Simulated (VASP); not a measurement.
Nb:

```
CELL_PARAMETERS angstrom
-1.65278 1.65278 1.65278
1.65278 -1.65278 1.65278
1.65278 1.65278 -1.65278
ATOMIC_POSITIONS crystal
Nb 0.00000 0.00000 0.00000
```

Base run:

| Quantity | Value |
| --- | --- |
| Program | VASP 6.6.1 |
| Functional | r2SCAN |
| Potentials or basis | VASP PAW PBE potentials, release 64 (Nb_sv) |
| Cutoff | 550 eV |
| k mesh | 11 × 11 × 11 |
| Occupations | fermi-dirac, width 0.05 eV |
| Spin | no spin polarisation |

Its results: band gap on the k mesh zero (an odd number of electrons rules out a gap without spin polarisation); pressure 0.2 GPa.

Problem. The run is repeated on the same cell with these changes: functional from r2SCAN to PBE0; cutoff from 550 eV to 400 eV; k mesh from 11 × 11 × 11 to 6 × 6 × 6. What comes out?

Solution. Band gap on the k mesh zero (an odd number of electrons rules out a gap without spin polarisation); pressure -7.1 GPa.

Several settings changed at once.

Caveats: some runs use coarse meshes; the PAW data sets were made with another functional, which shifts forces and pressure a little.
